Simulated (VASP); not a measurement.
A run of VASP 6.6.1 is set up as follows.

File INCAR:

```
SYSTEM = H3CCl
PREC = Accurate
ENCUT = 520
EDIFF = 1E-6
ISMEAR = -1
SIGMA = 0.05
LREAL = Auto
LASPH = .TRUE.
NELM = 80
ALGO = Normal
ISIF = 2
LWAVE = .FALSE.
LCHARG = .FALSE.
GGA = PE
IVDW = 12
NBANDS = 82
```

KPOINTS

```
regular mesh
0
G
  1 1 1
  0 0 0
```

File POSCAR:

```
H3CCl
1.0
    9.0287150000      0.0000000000      0.0000000000
    0.0000000000      9.0287150000      0.0000000000
    0.0000000000      0.0000000000      9.0287150000
C Cl H
8 8 24
Direct
    0.6338568388      0.2656378363      0.2992288272
    0.9367855964      0.9314406274      0.7748724508
    0.8688721546      0.8122776259      0.3742054341
    0.2453370287      0.2067955671      0.9932585449
    0.8268853702      0.4047891595      0.8283545525
    0.4924388168      0.6025296706      0.6767436938
    0.1843634767      0.5410168132      0.2638904182
    0.5183101879      0.8544641762      0.0313643150
    0.5891409801      0.1984781837      0.4818616441
    0.9293097021      0.9598782043      0.9722814561
    1.0382717428      0.9157878127      0.3631457837
    0.2392063105      0.3750835231      0.8874650480
    0.7930547878      0.5412247169      0.9688595894
    0.5435207657      0.7918841158      0.6411338830
    0.1969383229      0.4299107874      0.4294024528
    0.4935190563      0.8488971887      0.2289339242
    0.6621181695      0.3836212734      0.3070727249
    0.7283751514      0.2025549204      0.2568493627
    0.5362915295      0.2500492395      0.2272581128
    1.0237306328      0.8504116071      0.7521679269
    0.8290715979      0.8898871169      0.7382913236
    0.9626531448      1.0373752695      0.7218484862
    0.7837959980      0.8820080304      0.4261167009
    0.8349241906      0.7809160781      0.2613757315
    0.8895611405      0.7134596017      0.4412512574
    0.1826962632      0.1219473234      0.9339847873
    0.3613485660      0.1743570037      1.0054644852
    0.1950150532      0.2263843416      1.1019766871
    0.7430477225      0.3179778245      0.8377862754
    0.8198120711      0.4588794310      0.7201427226
    0.9381655472      0.3604934622      0.8455889637
    0.3812928755      0.5848901406      0.6317290678
    0.5719648779      0.5298810319      0.6211263535
    0.4951840053      0.5831593648      0.7965019821
    0.2769558159      0.6201491587      0.2629095263
    0.1898253143      0.4676166712      0.1673864980
    0.0786393897      0.5999938379      0.2653086546
    0.4467839483      0.9408830349     -0.0142446093
    0.6346146857      0.8785504428      0.0080631918
    0.4874319708      0.7467513852     -0.0141659309
```

Potentials or basis: VASP PAW PBE potentials, release 64 (C, Cl, H).

Launch:

```bash
$ cat potpaw_PBE.64/C/POTCAR potpaw_PBE.64/Cl/POTCAR potpaw_PBE.64/H/POTCAR > POTCAR
$ mpirun -np 1 vasp_gam > vasp.out
```

Q: What does it give for the pressure?

A: -0.6 GPa.

Q: What does it give for the largest force?

A: 0.319 eV/Å.

Q: Estimate the dispersion energy per atom.

A: -0.042 eV.

Q: Estimate the band gap on the k mesh.

A: 5.42 eV.

Stress tensor (GPa, compression positive):
```
-0.35 -0.02  0.04
-0.02 -0.52  0.13
 0.04  0.13 -0.90
```

Caveat: the k points lie up to 0.70 Å⁻¹ apart.
